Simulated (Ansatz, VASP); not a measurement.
# GaN: VASP beside Ansatz

```
Ga N
1.0
     0.00000    2.16709    2.16709
     2.16709    0.00000    2.16709
     2.16709    2.16709    0.00000
Ga N
1 1
Direct
  0.00000 0.00000 0.00000
  0.25000 0.25000 0.25000
```

Alike in both runs: task relaxation of cell and atoms; functional LDA; k mesh 17 × 17 × 17; occupations fermi-dirac, width 0.05 eV; no spin polarisation.

|  | VASP | Ansatz |
| --- | --- | --- |
| version | VASP 6.6.1 | Ansatz 0.2.0 |
| potentials or method | VASP PAW LDA potentials, release 64 (Ga_d, N) | PAW with Ansatz's default frozen-core files, scalar-relativistic |
| plane-wave cutoff (eV) | 600 | 420 |
| valence electrons in the cell | 18 | 18 |

|  | VASP | Ansatz | Ansatz less VASP |
| --- | --- | --- | --- |
| relaxed volume (Å³/atom) | 11.11 | 11.05 | -0.059 |
| relaxed cell length with the largest relative difference (Å) | 3.156 | 3.150 | -0.0056 |

LDA's correlation is that of Perdew and Zunger in VASP and of Perdew and Wang (1992) in Ansatz.
